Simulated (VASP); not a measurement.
# ZrC (Fm-3m) in VASP: further runs

Runs on ZrC. Level: PBE. Tasks: single point.

All numbers are computed with VASP 6.6.1; they aren't measurements. Logs are shortened: lines on timing, memory, paths and dates and some standing lists are left out, and cuts for length are marked.

### Step 1. The cell of the first run

The structure is cubic, space group Fm-3m (No. 225). The conventional cell has a = 4.605 Å, b = 4.605 Å, c = 4.605 Å, α = 90.00°, β = 90.00°, γ = 90.00°. Zr (site symmetry m-3m) has 6 C at 2.30 Å within 3.0 Å. C (site symmetry m-3m) has 6 Zr at 2.30 Å within 3.0 Å.

### Step 2. Single point, PBE (volume scaled by 0.9405)

Contents of INCAR:

```
SYSTEM = ZrC
PREC     = Accurate       ! precision mode
ENCUT    = 520            ! plane-wave cutoff, eV
EDIFF    = 1E-6           ! SCF threshold, eV
ISMEAR   = -1             ! smearing method
SIGMA    = 0.05           ! smearing width, eV
LREAL    = .False.        ! projectors in reciprocal space
LASPH    = .True.         ! aspherical terms in the spheres
NELM     = 100            ! most SCF steps
ALGO     = Normal         ! electronic algorithm
ISIF     = 2              ! what is computed and relaxed
LWAVE    = .False.        ! write WAVECAR
LCHARG   = .True.         ! write CHGCAR
GGA      = PE             ! functional
LELF     = .True.         ! ELF
LVHAR    = .True.       
NBANDS   = 15             ! bands
```

Contents of KPOINTS:

```
Automatic mesh
0
Gamma
  15 15 15
  0 0 0
```

Contents of POSCAR:

```
ZrC
1.0
    0.0000000000      2.3026411936      2.3026411936
    2.3026411936      0.0000000000      2.3026411936
    2.3026411936      2.3026411936      0.0000000000
Zr C
1 1
Direct
    0.5000000000      0.5000000000      0.5000000000
    0.0000000000      0.0000000000      0.0000000000
```

Potentials or basis: VASP PAW PBE potentials, release 64 (Zr_sv, C).

The run is started by

```bash
$ cat potpaw_PBE.64/Zr_sv/POTCAR potpaw_PBE.64/C/POTCAR > POTCAR
$ mpirun -np 1 vasp_std > vasp.out
```

OUTCAR:

```text
SYSTEM = ZrC
   PREC = Accurate
   ENCUT = 520
   EDIFF = 1E-6
   ISMEAR = -1
   LREAL = .False.
   LASPH = .True.
   NELM = 100
   ISIF = 2
   GGA = PE

 ion  position               nearest neighbor table
   1  0.500  0.500  0.500-   2 2.30   2 2.30   2 2.30   2 2.30   2 2.30   2 2.30
   2  0.000  0.000  0.000-   1 2.30   1 2.30   1 2.30   1 2.30   1 2.30   1 2.30

  LATTYP: Found a face centered cubic cell.
 ALAT       =     4.6052823872

  Lattice vectors:

 A1 = (   0.0000000000,   2.3026411936,   2.3026411936)
 A2 = (   2.3026411936,   0.0000000000,   2.3026411936)
 A3 = (   2.3026411936,   2.3026411936,   0.0000000000)

Analysis of symmetry for initial positions (statically):
=====================================================================
 Subroutine PRICEL returns:
 Original cell was already a primitive cell.

 Routine SETGRP: Setting up the symmetry group for a
 face centered cubic supercell.

 Subroutine GETGRP returns: Found 48 space group operations
 (whereof 48 operations were pure point group operations)
 out of a pool of 48 trial point group operations.

The static configuration has the point symmetry O_h .

Analysis of symmetry for dynamics (positions and initial velocities):
=====================================================================
 Subroutine PRICEL returns:
 Original cell was already a primitive cell.

 Routine SETGRP: Setting up the symmetry group for a
 face centered cubic supercell.

 Subroutine GETGRP returns: Found 48 space group operations
 (whereof 48 operations were pure point group operations)
 out of a pool of 48 trial point group operations.

The dynamic configuration has the point symmetry O_h .

 Subroutine INISYM returns: Found 48 space group operations
 (whereof 48 operations are pure point group operations),
 and found     1 'primitive' translations

----------------------------------------------------------------------------------------

                                     Primitive cell

  volume of cell :      24.4179

  direct lattice vectors                    reciprocal lattice vectors
     0.000000000  2.302641194  2.302641194    -0.217141950  0.217141950  0.217141950
     2.302641194  0.000000000  2.302641194     0.217141950 -0.217141950  0.217141950
     2.302641194  2.302641194  0.000000000     0.217141950  0.217141950 -0.217141950

  length of vectors
     3.256426405  3.256426405  3.256426405     0.376100891  0.376100891  0.376100891

[... 89 lines left out ...]
   TEBEG  =    0.0;   TEEND  =   0.0 temperature during run
   PSTRESS=    0.0 pullay stress
   NELECT =      16.0000    total number of electrons
   NUPDOWN=      -1.0000    fix difference up-down
   EMIN   =  10.00;   EMAX   =-10.00  energy-range for DOS
   EFERMI =   0.00;   METHOD = LEGACY
   ISMEAR =    -1;   SIGMA  =   0.05  broadening in eV -4-tet -1-fermi 0-gaus
   EFERMI_NEDOS =   21; number of points for ismear=-14 and -15
   IALGO  =     38    algorithm
   IMIX   =      4    mixing-type and parameters
     AMIX     =   0.40;   BMIX     =  1.00
     AMIX_MAG =   1.60;   BMIX_MAG =  1.00
  volume/ion in A,a.u.               =      12.21        82.39
  Fermi-wavevector in a.u.,A,eV,Ry     =   1.421931  2.687060 27.509458  2.021888
  Thomas-Fermi vector in A             =   2.542689
   LORBIT       =      0    0 simple, 1 ext, 2 COOP (PROOUT), +10 PAW based schemes
   GGA     = PE    functional components
   LHFCALC =     F    Hartree Fock is set to
   AEXX    =    0.0000 exact exchange contribution
   IVDW    =     0    specifies the selected vdW correction
   LEPSILON=     F    determine dielectric tensor
   LRPA    =     F    only Hartree local field effects (RPA)
 non-spin polarized calculation
  energy-cutoff  :      520.00
  volume of cell :       24.42
 maximum number of plane-waves:       680
   NGX = 13   NGY = 13   NGZ = 13

 number of electron      16.0000000 magnetization

 Free energy of the ion-electron system (eV)
  ---------------------------------------------------
  ext. energy  EPLUGINS =         0.00000000
  ---------------------------------------------------
  free energy    TOTEN  =       -19.37510649 eV

  energy without entropy =      -19.37281823  energy(sigma->0) =      -19.37396236

 E-fermi :  10.3367     XC(G=0): -12.4396

 val. band max:       10.3062596758   @ k =   0.3333   0.2667   0.0000
 cond. band min:      10.3631309331   @ k =   0.4000   0.3333   0.0000
 fundamental gap:      0.0568712574
 Fermi energy:        10.3367290343

 k-point     1 :       0.0000    0.0000    0.0000
  band No.  band energies     occupation
      1     -37.5361      2.00000
      2     -15.1995      2.00000
      3     -15.1995      2.00000
      4     -15.1995      2.00000
      5      -1.1814      2.00000
      6      11.2843      0.00000
      7      11.2843      0.00000
      8      11.2843      0.00000
      9      11.4476      0.00000
     10      11.4476      0.00000
     11      11.4476      0.00000
     12      13.3270      0.00000
     13      13.3270      0.00000
     14      18.3620      0.00000
[... 401 lines left out ...]
      2     -15.5046      2.00000
      3     -15.2869      2.00000
      4     -15.2753      2.00000
      5      -0.3216      2.00000
      6       7.8507      2.00000
      7       9.5776      2.00000
      8       9.8508      1.99988
      9      10.8814      0.00004
     10      13.4522      0.00000
     11      13.8632      0.00000
     12      14.5465      0.00000
     13      16.6845      0.00000
     14      20.4007      0.00000
     15      23.2717      0.00000

 [... further k-points ...]

------------------------ aborting loop because EDIFF is reached ----------------------------------------

  FORCE on cell =-STRESS in cart. coord.  units (eV):
  Direction    XX          YY          ZZ          XY          YZ          ZX
  --------------------------------------------------------------------------------------
  -------------------------------------------------------------------------------------
  Total        2.6249137      2.6249137      2.6249137      0.0000000      0.0000000     -0.0000000
  in kB      172.2331776    172.2331776    172.2331776      0.0000000      0.0000000     -0.0000000
  external PRESSURE =     172.2331776 kB  Pullay stress =       0.0000000 kB

 VOLUME and BASIS-vectors are now :
 -----------------------------------------------------------------------------
  energy-cutoff  :      520.00
  volume of cell :       24.42
      direct lattice vectors                 reciprocal lattice vectors
     0.000000000  2.302641194  2.302641194    -0.217141950  0.217141950  0.217141950
     2.302641194  0.000000000  2.302641194     0.217141950 -0.217141950  0.217141950
     2.302641194  2.302641194  0.000000000     0.217141950  0.217141950 -0.217141950

 POSITION                                       TOTAL-FORCE (eV/Angst)
 -----------------------------------------------------------------------------------
      2.30264      2.30264      2.30264        -0.000000     -0.000000     -0.000000
      0.00000      0.00000      0.00000         0.000000      0.000000      0.000000
 -----------------------------------------------------------------------------------
    total drift:                                0.000000     -0.000000      0.000000

  FREE ENERGIE OF THE ION-ELECTRON SYSTEM (eV)
  ---------------------------------------------------
  free  energy   TOTEN  =       -19.3751064928 eV

  energy  without entropy=      -19.3728182305  energy(sigma->0) =      -19.37396236
```

It took 12 s on 1 thread of Intel Xeon 6975P-C (Granite Rapids), shared host; peak memory 0.17 GiB.

Results:

| Quantity | Value |
| --- | --- |
| Free energy | -19.3751 eV |
| Pressure | 17.2 GPa |
| Band gap on the k mesh | zero (band 8 reaches 11.28 eV, above the bottom of band 9 at 9.97 eV) |

### Step 3. Single point, PBE (volume scaled by 0.96)

Contents of INCAR:

```
  PREC = Accurate
  ENCUT = 520
  EDIFF = 1E-6
  ISMEAR = -1
  SIGMA = 0.05
  LREAL = False
  LASPH = True
  NELM = 100
  ALGO = Normal
  ISIF = 2
  LWAVE = False
  LCHARG = False
  GGA = PE
  NBANDS = 15
```

Contents of KPOINTS:

```
regular mesh
0
Gamma
  15 15 15
```

Contents of POSCAR:

```
ZrC
1.0
    0.0000000000      2.3184465117      2.3184465117
    2.3184465117      0.0000000000      2.3184465117
    2.3184465117      2.3184465117      0.0000000000
Zr C
1 1
Direct
    0.5000000000      0.5000000000      0.5000000000
    0.0000000000      0.0000000000      0.0000000000
```

Potentials or basis: VASP PAW PBE potentials, release 64 (Zr_sv, C).

The run is started by

```bash
$ cat potpaw_PBE.64/Zr_sv/POTCAR potpaw_PBE.64/C/POTCAR > POTCAR
$ mpirun -np 1 vasp_std > vasp.out
```

OUTCAR:

```text
PREC = Accurate
   ENCUT = 520
   EDIFF = 1E-6
   ISMEAR = -1
   LREAL = False
   LASPH = True
   NELM = 100
   ISIF = 2
   GGA = PE

 ion  position               nearest neighbor table
   1  0.500  0.500  0.500-   2 2.32   2 2.32   2 2.32   2 2.32   2 2.32   2 2.32
   2  0.000  0.000  0.000-   1 2.32   1 2.32   1 2.32   1 2.32   1 2.32   1 2.32

  LATTYP: Found a face centered cubic cell.
 ALAT       =     4.6368930234

  Lattice vectors:

 A1 = (   0.0000000000,   2.3184465117,   2.3184465117)
 A2 = (   2.3184465117,   0.0000000000,   2.3184465117)
 A3 = (   2.3184465117,   2.3184465117,   0.0000000000)

Analysis of symmetry for initial positions (statically):
=====================================================================
 Subroutine PRICEL returns:
 Original cell was already a primitive cell.

 Routine SETGRP: Setting up the symmetry group for a
 face centered cubic supercell.

 Subroutine GETGRP returns: Found 48 space group operations
 (whereof 48 operations were pure point group operations)
 out of a pool of 48 trial point group operations.

The static configuration has the point symmetry O_h .

Analysis of symmetry for dynamics (positions and initial velocities):
=====================================================================
 Subroutine PRICEL returns:
 Original cell was already a primitive cell.

 Routine SETGRP: Setting up the symmetry group for a
 face centered cubic supercell.

 Subroutine GETGRP returns: Found 48 space group operations
 (whereof 48 operations were pure point group operations)
 out of a pool of 48 trial point group operations.

The dynamic configuration has the point symmetry O_h .

 Subroutine INISYM returns: Found 48 space group operations
 (whereof 48 operations are pure point group operations),
 and found     1 'primitive' translations

----------------------------------------------------------------------------------------

                                     Primitive cell
[... 119 lines left out ...]
   IVDW    =     0    specifies the selected vdW correction
   LEPSILON=     F    determine dielectric tensor
   LRPA    =     F    only Hartree local field effects (RPA)
 non-spin polarized calculation
  energy-cutoff  :      520.00
  volume of cell :       24.92
 maximum number of plane-waves:       684
   NGX = 13   NGY = 13   NGZ = 13

 number of electron      16.0000000 magnetization

 Free energy of the ion-electron system (eV)
  ---------------------------------------------------
  ext. energy  EPLUGINS =         0.00000000
  ---------------------------------------------------
  free energy    TOTEN  =       -19.42068262 eV

  energy without entropy =      -19.41832914  energy(sigma->0) =      -19.41950588

 E-fermi :  10.0868     XC(G=0): -12.3365

 val. band max:       10.0648423728   @ k =   0.3333   0.2667   0.0000
 cond. band min:      10.1097524721   @ k =   0.4000   0.3333   0.0000
 fundamental gap:      0.0449100993
 Fermi energy:        10.0867956014

 k-point     1 :       0.0000    0.0000    0.0000
  band No.  band energies     occupation
      1     -37.8582      2.00000
      2     -15.5390      2.00000
      3     -15.5390      2.00000
      4     -15.5390      2.00000
      5      -1.3580      2.00000
      6      11.0342      0.00000
      7      11.0342      0.00000
      8      11.0342      0.00000
      9      11.1974      0.00000
     10      11.1974      0.00000
     11      11.1974      0.00000
     12      13.0217      0.00000
     13      13.0217      0.00000
     14      17.8727      0.00000
[... 401 lines left out ...]
      2     -15.8216      2.00000
      3     -15.6203      2.00000
      4     -15.6097      2.00000
      5      -0.5259      2.00000
      6       7.6558      2.00000
      7       9.3542      2.00000
      8       9.6191      1.99983
      9      10.6455      0.00003
     10      13.1491      0.00000
     11      13.5574      0.00000
     12      14.2200      0.00000
     13      16.2786      0.00000
     14      19.9246      0.00000
     15      22.9215      0.00000

 [... further k-points ...]

------------------------ aborting loop because EDIFF is reached ----------------------------------------

  FORCE on cell =-STRESS in cart. coord.  units (eV):
  Direction    XX          YY          ZZ          XY          YZ          ZX
  --------------------------------------------------------------------------------------
  -------------------------------------------------------------------------------------
  Total        1.7912649      1.7912649      1.7912649      0.0000000      0.0000000     -0.0000000
  in kB      115.1460775    115.1460775    115.1460775      0.0000000      0.0000000     -0.0000000
  external PRESSURE =     115.1460775 kB  Pullay stress =       0.0000000 kB

 VOLUME and BASIS-vectors are now :
 -----------------------------------------------------------------------------
  energy-cutoff  :      520.00
  volume of cell :       24.92
      direct lattice vectors                 reciprocal lattice vectors
     0.000000000  2.318446512  2.318446512    -0.215661650  0.215661650  0.215661650
     2.318446512  0.000000000  2.318446512     0.215661650 -0.215661650  0.215661650
     2.318446512  2.318446512  0.000000000     0.215661650  0.215661650 -0.215661650

 POSITION                                       TOTAL-FORCE (eV/Angst)
 -----------------------------------------------------------------------------------
      2.31845      2.31845      2.31845        -0.000000     -0.000000     -0.000000
      0.00000      0.00000      0.00000         0.000000      0.000000      0.000000
 -----------------------------------------------------------------------------------
    total drift:                                0.000000     -0.000000      0.000000

  FREE ENERGIE OF THE ION-ELECTRON SYSTEM (eV)
  ---------------------------------------------------
  free  energy   TOTEN  =       -19.4206826191 eV

  energy  without entropy=      -19.4183291437  energy(sigma->0) =      -19.41950588
```

Run time: 12 s. Hardware: 1 thread of Intel Xeon 6975P-C (Granite Rapids), shared host; peak memory 0.17 GiB.

Results:

| Item | Value |
| --- | --- |
| Free energy | -19.4207 eV |
| Pressure | 11.5 GPa |
| Band gap on the k mesh | zero (band 8 reaches 11.03 eV, above the bottom of band 9 at 9.72 eV) |

### Step 4. Single point, PBE (volume scaled by 0.97)

Contents of INCAR:

```
PREC = Accurate
ENCUT = 520
EDIFF = 1E-6
ISMEAR = -1
SIGMA = 0.05
LREAL = False
LASPH = True
NELM = 100
ALGO = Normal
ISIF = 2
LWAVE = False
LCHARG = False
GGA = PE
NBANDS = 15
```

Contents of KPOINTS:

```
Automatic mesh
0
Gamma
  15 15 15
```

Contents of POSCAR:

```
ZrC
1.0
    0.0000000000      2.3264688819      2.3264688819
    2.3264688819      0.0000000000      2.3264688819
    2.3264688819      2.3264688819      0.0000000000
Zr C
1 1
Direct
    0.5000000000      0.5000000000      0.5000000000
    0.0000000000      0.0000000000      0.0000000000
```

The run is started by

```bash
$ cat potpaw_PBE.64/Zr_sv/POTCAR potpaw_PBE.64/C/POTCAR > POTCAR
$ mpirun -np 1 vasp_std > vasp.out
```

Wall time 12 s (1 thread of Intel Xeon 6975P-C (Granite Rapids), shared host); peak memory 0.17 GiB.

Results (log left out):

```
Free energy            : -19.4373 eV
Pressure               : 8.8 GPa
Band gap on the k mesh : zero (band 8 reaches 10.91 eV, above the bottom of band 9 at 9.60 eV)
```

Levels at points of the mesh, in eV from the Fermi level:
```tsv
k point	band 4	band 5	band 6	band 7	band 8	band 9	band 10	band 11	band 12	band 13
(0.00, 0.00, 0.00)	-25.67	-11.41	0.95	0.95	0.95	1.11	1.11	1.11	2.91	2.91
```

### Step 5. The runs side by side

```csv
cell,gap on the mesh (eV),pressure (GPa)
"a = 3.256 Å, angles 60.0°, 2 atoms",none,17.2
"a = 3.279 Å, angles 60.0°, 2 atoms",none,11.5
"a = 3.290 Å, angles 60.0°, 2 atoms",none,8.8
```

Alike in all rows: task single point; level PBE; potentials or basis VASP PAW PBE potentials, release 64 (Zr_sv, C); no spin polarisation; k mesh 15 × 15 × 15; cutoff (eV) 520; smearing fermi-dirac 0.05 eV.

Absolute energies hang on the potentials; compare differences alone.
